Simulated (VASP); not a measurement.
Wanted: the native input for a VASP 6.6.1 run.

| Quantity | Value |
| --- | --- |
| Task | single point |
| Functional | PBE |
| Potentials or basis | VASP PAW PBE potentials, release 64 (Ag, C, H) |
| Cutoff | 520 eV |
| k mesh | 3 × 3 × 1 |
| Occupations | gaussian, width 0.1 eV |
| Spin | no spin polarisation |
| Dipole correction | no |
| Further INCAR settings | ALGO = Normal; EDIFF = 1e-06; NBANDS = 82; NELMDL = -8 |

The structure of Ag12H2C lies in POSCAR:

```
Ag12H2C
1.0
    5.7841330000      0.0000000000      0.0000000000
    2.8920670000      5.0092070000      0.0000000000
    0.0000000000      0.0000000000     16.7227250000
Ag C H
12 1 2
Direct
    0.1666667653      0.1666666999      0.0597989263
    0.6666666788      0.1666666999      0.0597989263
    0.1666666289      0.6666667998      0.0597989263
    0.6666667154      0.6666667998      0.0597989263
   -0.1668449872      0.3339955805      0.2153961750
    0.3320670273      0.3357816916      0.2089455516
   -0.1655952199      0.8311048036      0.2044689487
    0.3347355651      0.8313040367      0.2040724224
    0.0037973035     -0.0070783659      0.3477806398
    0.5036018116     -0.0075900237      0.3443621180
   -0.0048668409      0.4965550435      0.3597566784
    0.5069430978      0.4976035129      0.3585990920
    1.1823910770      0.6362773589      0.4459147657
    1.0834993864      0.8262583279      0.4792336775
    1.2680511524      0.4773545992      0.4913012084
```

One way to write it, as run:

INCAR

```
SYSTEM = Ag12H2C
  ALGO = Normal
  EDIFF = 1E-6
  ENCUT = 520
  GGA = PE
  GGA_COMPAT = .False.
  ISIF = 2
  ISMEAR = 0
  LASPH = .True.
  LCHARG = .False.
  LREAL = .False.
  LWAVE = .False.
  NBANDS = 82
  NELM = 120
  NELMDL = -8
  PREC = Accurate
  SIGMA = 0.1
```

KPOINTS

```
k-points
0
Gamma
  3 3 1
  0 0 0
```

Potentials or basis: VASP PAW PBE potentials, release 64 (Ag, C, H).

Run with:

```sh
$ cat potpaw_PBE.64/Ag/POTCAR potpaw_PBE.64/C/POTCAR potpaw_PBE.64/H/POTCAR > POTCAR
$ mpirun -np 1 vasp_std > vasp.out
```

It gave:

The largest force is 0.097 eV/Å. The band gap on the k mesh is zero (bands 69 and 70 overlap by 0.60 eV).

Caveat: the k points lie up to 0.42 Å⁻¹ apart, too coarse for converged energies and pressures of a metal.

Run time: 17 min on 1 thread of Intel Xeon 8259CL, on a shared host, peak memory 0.68 GiB.
